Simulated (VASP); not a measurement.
Wanted: the native input for a VASP 6.6.1 run.

```
Task                   : single point
Functional             : PBE
Potentials or basis    : VASP PAW PBE potentials, release 64 (Ti_sv, Al, Ni)
Cutoff                 : 520 eV
k mesh                 : 10 × 10 × 4
Occupations            : fermi-dirac, width 0.15 eV
Spin                   : no spin polarisation
Dipole correction      : no
Further INCAR settings : ALGO = Fast; EDIFF = 1e-06; NBANDS = 52
```

The structure of TiAl6Ni5 lies in POSCAR:

```
TiAl6Ni5
1.0
    4.0662647996      0.0000000000      0.0000000000
    0.0000000000      4.0662647996      0.0000000000
    0.0000000000      0.0000000000      9.3407891927
Ti Al Ni
1 6 5
Direct
    0.5000000000      0.5000000000      0.5000000000
    0.0000000000      0.5000000000      0.0000000000
    0.5000000000      0.0000000000      0.0000000000
    0.0000000000      0.5000000000      0.3133009288
    0.5000000000      0.0000000000      0.3133009288
    0.0000000000      0.5000000000      0.6866990712
    0.5000000000      0.0000000000      0.6866990712
    0.5000000000      0.5000000000      0.1615243761
    0.0000000000      0.0000000000      0.1514061871
    0.0000000000      0.0000000000      0.5000000000
    0.5000000000      0.5000000000      0.8384756239
    0.0000000000      0.0000000000      0.8485938129
```

One way to write it, as run:

INCAR

```
ALGO = Fast
EDIFF = 1E-6
ENCUT = 520
GGA = PE
ISIF = 2
ISMEAR = -1
LASPH = True
LCHARG = False
LREAL = False
LWAVE = False
NBANDS = 52
NELM = 100
PREC = Accurate
SIGMA = 0.15
```

KPOINTS

```
k-points
0
Gamma
  10 10 4
```

Potentials or basis: VASP PAW PBE potentials, release 64 (Ti_sv, Al, Ni).

Launch:

```console
$ cat potpaw_PBE.64/Ti_sv/POTCAR potpaw_PBE.64/Al/POTCAR potpaw_PBE.64/Ni/POTCAR > POTCAR
$ mpirun -np 1 vasp_std > vasp.out
```

Results of the run:

* Pressure: 0.0 GPa
* Largest force: 0.006 eV/Å
* Band gap on the k mesh: zero (bands 40 and 41 overlap by 1.31 eV)

It took 7.1 min on 1 thread of Intel(R) Xeon(R) 6975P-C (Granite Rapids), with other jobs on the host, peak memory 0.53 GiB.
